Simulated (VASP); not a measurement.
Write the native input for VASP 6.6.1 that does the following.

| Quantity | Value |
| --- | --- |
| Task | single point |
| Functional | PBE |
| Potentials or basis | VASP PAW PBE potentials, release 64 (Fe) |
| Cutoff | 520 eV |
| k mesh | 20 × 20 × 20 |
| Occupations | gaussian, width 0.1 eV |
| Spin | collinear spin, ferromagnetic start |
| Starting moments | [2.44] μB |
| Dipole correction | no |
| Further INCAR settings | ALGO = Normal; EDIFF = 1e-06; NBANDS = 14 |

The structure of Fe lies in POSCAR:

```
Fe
1.0
   -1.4014879362      1.4014879362      1.4014879362
    1.4014879362     -1.4014879362      1.4014879362
    1.4014879362      1.4014879362     -1.4014879362
Fe
1
Direct
    0.0000000000      0.0000000000      0.0000000000
```

This cell differs from its parent crystal: volume scaled by 0.97.

One way to write it, as run:

INCAR

```
SYSTEM = Fe
  PREC = Accurate
  ENCUT = 520
  EDIFF = 1E-6
  ISMEAR = 0
  SIGMA = 0.1
  LREAL = .FALSE.
  LASPH = .TRUE.
  NELM = 150
  ALGO = Normal
  ISIF = 2
  LWAVE = .FALSE.
  LCHARG = .FALSE.
  ISPIN = 2
  MAGMOM = 2.44
  LORBIT = 11
  LMAXMIX = 4
  GGA = PE
  NBANDS = 14
```

KPOINTS

```
regular mesh
0
G
  20 20 20
  0 0 0
```

Potentials or basis: VASP PAW PBE potentials, release 64 (Fe).

Command:

```bash
$ cat potpaw_PBE.64/Fe/POTCAR > POTCAR
$ mpirun -np 1 vasp_std > vasp.out
```

Results of the run:

* Pressure: 5.5 GPa
* Net moment: 2.12 μB per cell
* Site moments: Fe +2.11 μB
* Valence electrons inside the program's atomic spheres: Fe 7.33

Wall time 33 s on 1 thread of AMD EPYC 9R45 96-Core Processor (Zen 5), with other jobs on the host, peak memory 0.14 GiB.
